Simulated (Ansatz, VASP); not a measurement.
## Si: VASP beside Ansatz

```
CELL_PARAMETERS angstrom
0.00000 2.73497 2.73497
2.73497 0.00000 2.73497
2.73497 2.73497 0.00000
ATOMIC_POSITIONS crystal
Si 0.00000 0.00000 0.00000
Si 0.25000 0.25000 0.25000
```

Alike in both runs: functional PBE; k mesh 10 × 10 × 10; occupations gaussian, width 0.02 eV; no spin polarisation.

Ansatz relaxed the structure, and its values are those at the end. VASP's run is a single point on that final structure, the one shown.

```csv
,VASP,Ansatz
version,VASP 6.6.1,Ansatz 0.2.0
potentials or method,"VASP PAW PBE potentials, release 64 (Si), cutoff 500 eV","scalar-relativistic, plane waves, PAW"
valence electrons in the cell,8,8
```

|  | VASP | Ansatz | Ansatz less VASP |
| --- | --- | --- | --- |
| gap on the k mesh at the Fermi level (eV) | 0.62 | 0.62 | -0.002 |
| least direct gap on the mesh (eV) | 2.56 | 2.55 | -0.005 |
| pressure (GPa) | -0.1 | 0.0 | +0.08 |
